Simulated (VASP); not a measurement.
Input of a VASP 6.6.1 run:

Contents of INCAR:

```
SYSTEM = Ru
PREC     = Accurate       ! precision mode
ENCUT    = 520            ! plane-wave cutoff, eV
EDIFF    = 1E-7           ! SCF threshold, eV
ISMEAR   = -1             ! smearing method
SIGMA    = 0.05           ! smearing width, eV
LREAL    = .False.        ! projectors in reciprocal space
LASPH    = .True.         ! aspherical terms in the spheres
NELM     = 60             ! most SCF steps
ALGO     = Fast           ! electronic algorithm
ISIF     = 2              ! what is computed and relaxed
LWAVE    = .False.        ! write WAVECAR
LCHARG   = .False.        ! write CHGCAR
GGA      = PE             ! functional
NBANDS   = 21             ! bands
```

File KPOINTS:

```
Automatic mesh
0
Gamma
  8 8 5
  0 0 0
```

The input POSCAR:

```
Ru
1.0
    2.7058000000      0.0000000000      0.0000000000
   -1.3529000000      2.3432915376      0.0000000000
    0.0000000000      0.0000000000      4.2819000000
Ru
2
Direct
    0.6666666667      0.3333333333      0.7500000000
    0.3333333333      0.6666666667      0.2500000000
```

Potentials or basis: VASP PAW PBE potentials, release 64 (Ru_pv).

The run is started by

```sh
$ cat potpaw_PBE.64/Ru_pv/POTCAR > POTCAR
$ mpirun -np 1 vasp_std > vasp.out
```

Task: Predict the band gap on the k mesh.

Result: Zero (band 14 reaches 14.33 eV, above the bottom of band 15 at 11.36 eV).

Task: Predict the pressure.

Result: 4.0 GPa.

Stress tensor (GPa, compression positive):
```
4.24 0.00 0.00
0.00 4.24 0.00
0.00 0.00 3.51
```
